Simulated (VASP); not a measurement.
Input of a VASP 6.6.1 run:

Contents of POSCAR:

```
GaN
1.0
    0.0000000000      2.1717706913      2.1717706913
    2.1717706913      0.0000000000      2.1717706913
    2.1717706913      2.1717706913      0.0000000000
Ga N
1 1
Direct
    0.0000000000      0.0000000000      0.0000000000
    0.5000000000      0.5000000000      0.5000000000
```

File INCAR.step1:

```
  PREC = Accurate
  ENCUT = 520
  ISMEAR = -1
  SIGMA = 0.02
  LREAL = F
  LASPH = T
  NELM = 150
  MAGMOM = 0 0 0 0 0 0
  LSORBIT = T
  GGA_COMPAT = F
  NBANDS = 30
  GGA = PE
  ALGO = Normal
  EDIFF = 1E-4
  LWAVE = T
  LCHARG = F
```

The input INCAR.step2:

```
  PREC = Accurate
  ENCUT = 520
  EDIFF = 1E-7
  ISMEAR = -1
  SIGMA = 0.02
  LREAL = F
  LASPH = T
  NELM = 150
  ALGO = Normal
  ISIF = 2
  LWAVE = F
  LCHARG = F
  MAGMOM = 0 0 0 0 0 0
  LORBIT = 11
  LSORBIT = T
  GGA_COMPAT = F
  LORBMOM = T
  METAGGA = R2SCAN
  LMIXTAU = T
  NBANDS = 30
  ISTART = 1
```

File KPOINTS:

```
regular mesh
0
Gamma
  10 10 10
```

Potentials or basis: VASP PAW PBE potentials, release 64 (Ga_d, N).

Launch:

```bash
$ cat potpaw_PBE.64/Ga_d/POTCAR potpaw_PBE.64/N/POTCAR > POTCAR
$ cp INCAR.step1 INCAR
$ mpirun -np 1 vasp_ncl > vasp.out
$ cp INCAR.step2 INCAR
$ mpirun -np 1 vasp_ncl > vasp.out
```

Question: Predict the net moment.

Answer: 0.00 μB per cell.

Question: Predict the pressure.

Answer: -17.1 GPa.

Moments on the atoms (μB; x, y, z):
```
Ga  0.00 0.00 0.00
N   0.00 0.00 0.00
```

Caveat: the cell differs from its parent crystal (strain +3.0%); the cell stands under tension; the structure was generated, so it needn't be the stable form of GaN; the PAW data sets were made with another functional, which shifts forces and pressure a little.
